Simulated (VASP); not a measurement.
# Sn in VASP: a series of runs, part 2 of 2

VASP 6.6.1. The steps go on from the part before.

### 4 Relaxation of cell and atoms, PBE+D3(BJ)

This run uses another cell than the first one, of 100.75 Å³/atom, 0.734 times its volume.

Input file INCAR:

```
ALGO     = Normal         # electronic algorithm
EDIFF    = 1E-6           # SCF threshold, eV
EDIFFG   = -0.05          # ionic threshold
ENCUT    = 600            # plane-wave cutoff, eV
GGA      = PE             # functional
IBRION   = 2              # ionic algorithm
ISIF     = 3              # what is computed and relaxed
ISMEAR   = 0              # smearing method
IVDW     = 12             # dispersion correction
LASPH    = T              # aspherical terms in the spheres
LCHARG   = F              # write CHGCAR
LREAL    = F              # projectors in reciprocal space
LWAVE    = F              # write WAVECAR
NELM     = 100            # most SCF steps
NSW      = 80             # ionic steps
PREC     = Accurate       # precision mode
SIGMA    = 0.1            # smearing width, eV
```

Input file KPOINTS:

```
k-points
0
Gamma
  6 6 1
```

Input file POSCAR:

```
Sn
1.0
    3.6331396613      0.0000000000      0.0000000000
   -1.8165698306      3.1463912422      0.0000000000
    0.0000000000      0.0000000000     35.2550050044
Sn
4
Direct
    0.0000000000      0.0000000000      0.5711557781
    0.0000000000      0.0000000000      0.4288442219
    0.3333333333      0.6666666667      0.4288237727
    0.6666666667      0.3333333333      0.5711762273
```

Potentials or basis: VASP PAW PBE potentials, release 64 (Sn_d).

On the command line:

```
> cat potpaw_PBE.64/Sn_d/POTCAR > POTCAR
> mpirun -np 1 vasp_std > vasp.out
```

OUTCAR:

```text
EDIFF = 1E-6
   EDIFFG = -0.05
   ENCUT = 600
   GGA = PE
   IBRION = 2
   ISIF = 3
   ISMEAR = 0
   IVDW = 12
   LASPH = T
   LREAL = F
   NELM = 100
   NSW = 80
   PREC = Accurate
 IVDW          = 12

 ion  position               nearest neighbor table
   1  0.000  0.000  0.571-   4 2.10   4 2.10   4 2.10
   2  0.000  0.000  0.429-   3 2.10   3 2.10   3 2.10
   3  0.333  0.667  0.429-   2 2.10   2 2.10   2 2.10
   4  0.667  0.333  0.571-   1 2.10   1 2.10   1 2.10

  LATTYP: Found a hexagonal cell.
 ALAT       =     3.6331396613
 C/A-ratio  =     9.7037296364

  Lattice vectors:

 A1 = (   3.6331396613,   0.0000000000,   0.0000000000)
 A2 = (  -1.8165698306,   3.1463912422,   0.0000000000)
 A3 = (   0.0000000000,   0.0000000000,  35.2550050044)

Analysis of symmetry for initial positions (statically):
=====================================================================
 Subroutine PRICEL returns:
 Original cell was already a primitive cell.

 Routine SETGRP: Setting up the symmetry group for a
 hexagonal supercell.

 Subroutine GETGRP returns: Found 12 space group operations
 (whereof 12 operations were pure point group operations)
 out of a pool of 24 trial point group operations.

The static configuration has the point symmetry D_3d.

Analysis of symmetry for dynamics (positions and initial velocities):
=====================================================================
 Subroutine PRICEL returns:
 Original cell was already a primitive cell.

 Routine SETGRP: Setting up the symmetry group for a
 hexagonal supercell.

 Subroutine GETGRP returns: Found 12 space group operations
 (whereof 12 operations were pure point group operations)
 out of a pool of 24 trial point group operations.

The dynamic configuration has the point symmetry D_3d.

 Subroutine INISYM returns: Found 12 space group operations
 (whereof 12 operations are pure point group operations),
 and found     1 'primitive' translations

----------------------------------------------------------------------------------------

                                     Primitive cell

  volume of cell :     403.0098

  direct lattice vectors                    reciprocal lattice vectors
     3.633139661  0.000000000  0.000000000     0.275244029  0.158912215  0.000000000
    -1.816569831  3.146391242  0.000000000     0.000000000  0.317824429  0.000000000
     0.000000000  0.000000000 35.255005004     0.000000000  0.000000000  0.028364767

  length of vectors
     3.633139661  3.633139661 35.255005004     0.317824429  0.317824429  0.028364767

  position of ions in fractional coordinates (direct lattice)
     0.000000000  0.000000000  0.571155778
     0.000000000  0.000000000  0.428844222
     0.333333333  0.666666667  0.428823773
     0.666666667  0.333333333  0.571176227

  ion indices of the primitive-cell ions
   primitive index   ion index
                 1           1
                 2           2
                 3           3
                 4           4

----------------------------------------------------------------------------------------

 KPOINTS: k-points

Automatic generation of k-mesh.
 Grid dimensions read from file:
 generate k-points for:    6    6    1

 Generating k-lattice:

  Cartesian coordinates                     Fractional coordinates (reciprocal lattice)
     0.045874005  0.026485369  0.000000000     0.166666667  0.000000000  0.000000000
     0.000000000  0.052970738  0.000000000     0.000000000  0.166666667  0.000000000
     0.000000000  0.000000000  0.028364767     0.000000000  0.000000000  1.000000000

  Length of vectors
     0.052970738  0.052970738  0.028364767

  Shift w.r.t. Gamma in fractional coordinates (k-lattice)
     0.000000000  0.000000000  0.000000000

 Subroutine IBZKPT returns following result:
 ===========================================

 Found      7 irreducible k-points:

 Following reciprocal coordinates:
            Coordinates               Weight
  0.000000  0.000000  0.000000      1.000000
  0.166667  0.000000  0.000000      6.000000
  0.333333  0.000000  0.000000      6.000000
  0.500000  0.000000  0.000000      3.000000
  0.166667  0.166667  0.000000      6.000000
  0.333333  0.166667  0.000000     12.000000
  0.333333  0.333333  0.000000      2.000000
   k-points           NKPTS =      7   k-points in BZ     NKDIM =      7   number of bands    NBANDS=     33
   number of dos      NEDOS =    301   number of ions     NIONS =      4
   total plane-waves  NPLWV = 259200
   dimension x,y,z NGX =    30 NGY =   30 NGZ =  288
   dimension x,y,z NGXF=    60 NGYF=   60 NGZF=  576
   ions per type =               4
   NGX,Y,Z   is equivalent  to a cutoff of  13.73, 13.73, 13.58 a.u.
   NGXF,Y,Z  is equivalent  to a cutoff of  27.45, 27.45, 27.16 a.u.
 SYSTEM =  unknown system
   PREC   = accura    normal or accurate (medium, high low for compatibility)
   ISTART =      0    job   : 0-new  1-cont  2-samecut
   ICHARG =      2    charge: 1-file 2-atom 10-const
   ISPIN  =      1    spin polarized calculation?
   LNONCOLLINEAR =      F non collinear calculations
   LSORBIT =      F    spin-orbit coupling
   LASPH  =      T    aspherical Exc in radial PAW
   ENCUT  =  600.0 eV  44.10 Ry    6.64 a.u.   7.26  7.26 70.41*2*pi/ulx,y,z
   NELM   =    100;   NELMIN=  2; NELMDL= -5     # of ELM steps
   EDIFF  = 0.1E-05   stopping-criterion for ELM
   LREAL  =      F    real-space projection
   EDIFFG = -.5E-01   stopping-criterion for IOM
   NSW    =     80    number of steps for IOM
   IBRION =      2    ionic relax: 0-MD 1-quasi-New 2-CG
   NFREE  =      1    steps in history (QN), initial steepest desc. (CG)
   ISIF   =      3    stress and relaxation
   ISYM   =      2    0-nonsym 1-usesym 2-fastsym
   POTIM  = 0.5000    time-step for ionic-motion
   TEBEG  =    0.0;   TEEND  =   0.0 temperature during run
   PSTRESS=    0.0 pullay stress
   NELECT =      56.0000    total number of electrons
   NUPDOWN=      -1.0000    fix difference up-down
   EMIN   =  10.00;   EMAX   =-10.00  energy-range for DOS
   EFERMI =   0.00;   METHOD = LEGACY
   ISMEAR =     0;   SIGMA  =   0.10  broadening in eV -4-tet -1-fermi 0-gaus
   EFERMI_NEDOS =   21; number of points for ismear=-14 and -15
   IALGO  =     38    algorithm
   IMIX   =      4    mixing-type and parameters
     AMIX     =   0.40;   BMIX     =  1.00
     AMIX_MAG =   1.60;   BMIX_MAG =  1.00
  volume/ion in A,a.u.               =     100.75       679.91
  Fermi-wavevector in a.u.,A,eV,Ry     =   0.847941  1.602376  9.782643  0.719004
  Thomas-Fermi vector in A             =   1.963526
   LORBIT       =      0    0 simple, 1 ext, 2 COOP (PROOUT), +10 PAW based schemes
   GGA     = PE    functional components
   LHFCALC =     F    Hartree Fock is set to
   AEXX    =    0.0000 exact exchange contribution
   IVDW    =    12    specifies the selected vdW correction
   LEPSILON=     F    determine dielectric tensor
   LRPA    =     F    only Hartree local field effects (RPA)
 conjugate gradient relaxation of ions
 non-spin polarized calculation
 Gauss-broadening in eV      SIGMA  =   0.10
  energy-cutoff  :      600.00
  volume of cell :      403.01
 maximum number of plane-waves:     13476
 NGX is ok and might be reduce to    30
   NGX = 15   NGY = 15   NGZ =141

--------------------------------------- Ionic step        1  -------------------------------------------

 number of electron      55.9999981 magnetization

 Free energy of the ion-electron system (eV)
  ---------------------------------------------------
  ext. energy  EPLUGINS =         0.00000000
  ---------------------------------------------------
  free energy    TOTEN  =         8.76834638 eV

  energy without entropy =        8.76835427  energy(sigma->0) =        8.76835032

------------------------ aborting loop because EDIFF is reached ----------------------------------------

 Edisp (eV)   -1.13573

 E8    (eV) :    -0.5625
[... 111 lines left out ...]
  FREE ENERGIE OF THE ION-ELECTRON SYSTEM (eV)
  ---------------------------------------------------
  free  energy   TOTEN  =       -13.6867648321 eV

  energy  without entropy=      -13.6742188943  energy(sigma->0) =      -13.68049186

[... ionic steps 4 to 43 ...]

--------------------------------------- Ionic step       44  -------------------------------------------

 number of electron      56.0000066 magnetization

------------------------ aborting loop because EDIFF is reached ----------------------------------------
[... 79 lines left out ...]
--------------------------------------- Ionic step       46  -------------------------------------------

 number of electron      56.0000062 magnetization

 Free energy of the ion-electron system (eV)
  ---------------------------------------------------
  ext. energy  EPLUGINS =         0.00000000
  ---------------------------------------------------
  free energy    TOTEN  =       -14.04759963 eV

  energy without entropy =      -14.03461814  energy(sigma->0) =      -14.04110889

 E-fermi :  -0.7907     XC(G=0):  -3.5824

 val. band max:       -0.8083189268   @ k =   0.1667   0.1667   0.0000
 cond. band min:      -0.6890024669   @ k =   0.1667   0.0000   0.0000
 fundamental gap:      0.1193164600
 Fermi energy:        -0.7907222180

 k-point     1 :       0.0000    0.0000    0.0000
  band No.  band energies     occupation
      1     -22.3147      2.00000
      2     -22.3147      2.00000
      3     -22.2724      2.00000
      4     -22.2724      2.00000
      5     -22.2691      2.00000
      6     -22.2366      2.00000
[... 276 lines left out ...]
  FREE ENERGIE OF THE ION-ELECTRON SYSTEM (eV)
  ---------------------------------------------------
  free  energy   TOTEN  =       -14.8897799399 eV

  energy  without entropy=      -14.8767984500  energy(sigma->0) =      -14.88328919

 reached required accuracy - stopping structural energy minimisation
```

It took 59 min on 1 thread of Intel Xeon 6975P-C (Granite Rapids), shared host; peak memory 0.64 GiB.

What came out:

| Quantity | Value |
| --- | --- |
| Free energy | -14.8898 eV |
| Relaxed cell | a = 4.998 Å, b = 4.998 Å, c = 18.639 Å, α = 90.00°, β = 90.00°, γ = 120.00° |
| Space group after relaxing (to 0.05 Å) | P-3m1 (No. 164) |
| Energy gained by relaxing | 5630.6 meV/atom |
| Ionic steps | 46 |
| Largest force after relaxing | 0.028 eV/Å |
| Band gap on the k mesh | zero (band 28 reaches -0.10 eV, above the bottom of band 29 at -1.87 eV) |
| Dispersion energy per atom | -0.211 eV |

Forces on the atoms (eV/Å):
```
Sn   0.000  0.000 -0.028
Sn   0.000  0.000  0.028
Sn   0.000  0.000  0.000
Sn   0.000  0.000  0.000
```

Step by step:
| step | energy change (eV) | largest force (eV/Å) | pressure (GPa) | volume (Å³) |
| --- | --- | --- | --- | --- |
| 1 | 0.0000 | 0.0958 | 28.79 | 403.01 |
| 3 | -21.3194 | 0.1022 | -0.54 | 726.05 |
| 5 | -21.4170 | 0.1137 | 0.08 | 677.03 |
| 7 | -21.4312 | 0.1266 | -0.09 | 681.23 |
| 9 | -21.5185 | 0.2375 | -0.10 | 628.24 |
| 11 | -21.6601 | 1.0727 | 2.22 | 416.21 |
| 13 | -21.7426 | 0.2728 | 0.78 | 474.15 |
| 15 | -21.7960 | 0.1109 | 1.44 | 438.83 |
| 17 | -22.0133 | 0.1313 | 0.51 | 463.72 |
| 19 | -22.0679 | 0.1583 | -0.14 | 489.12 |
| 21 | -22.0683 | 0.1596 | -0.12 | 487.78 |
| 23 | -22.0778 | 0.1236 | -0.07 | 484.35 |
| 25 | -22.0792 | 0.1175 | -0.04 | 482.38 |
| 27 | -22.0840 | 0.1289 | 0.06 | 477.04 |
| 29 | -22.0866 | 0.1621 | 0.22 | 468.90 |
| 31 | -22.0910 | 0.1710 | 0.26 | 467.01 |
| 33 | -22.1164 | 0.2942 | 0.39 | 459.49 |
| 35 | -22.2909 | 0.4927 | 0.52 | 429.85 |
| 37 | -22.4512 | 0.2094 | 0.88 | 384.91 |
| 39 | -22.4685 | 0.1502 | 0.73 | 380.71 |
| 41 | -22.5024 | 0.0854 | 0.40 | 389.29 |
| 43 | -22.5218 | 0.0640 | -0.02 | 403.07 |
| 45 | -22.5220 | 0.0581 | -0.03 | 403.46 |
| 46 | -22.5224 | 0.0278 | -0.02 | 403.25 |

Final structure:
```xyz
4
Lattice="4.9981 0.0000 0.0000 -2.4991 4.3285 0.0000 0.0000 0.0000 18.6390" Properties=species:S:1:pos:R:3 pbc="T T T"
Sn    0.0000    0.0000   10.8535
Sn    0.0000    0.0000    7.7855
Sn    0.0000    2.8857    8.5035
Sn    2.4991    1.4428   10.1355
```

Caveat: spin-orbit coupling is left out, which moves the levels of the heavy elements; the relaxation stopped at a loose force limit of 0.05 eV/Å, so its end isn't a converged minimum.

### 5 Overview

| task | cell | cutoff (eV) | gap on the mesh (eV) | largest force (eV/Å) |
| --- | --- | --- | --- | --- |
| single point | a = 4.410, b = 4.410, c = 32.588 Å, angles 90.0, 90.0, 120.0°, 4 atoms | 520 | none | 0.02 |
| single point | a = 3.633, b = 3.633, c = 35.255 Å, angles 90.0, 90.0, 120.0°, 4 atoms | 520 | none | 0.10 |
| relaxation of cell and atoms | relaxed from a = 3.633, b = 3.633, c = 35.255 Å, angles 90.0, 90.0, 120.0°, 4 atoms | 600 | none | 0.03 |

Alike in all rows: level PBE+D3(BJ); potentials or basis VASP PAW PBE potentials, release 64 (Sn_d); no spin polarisation; k mesh 6 × 6 × 1; smearing gaussian 0.1 eV.

Caveats: spin-orbit coupling is left out, which moves the levels of the heavy elements; the relaxation stopped at a loose force limit of 0.05 eV/Å, so its end isn't a converged minimum (some runs).

Total energies depend on the potentials used, so only differences within one code and one set of settings carry meaning.
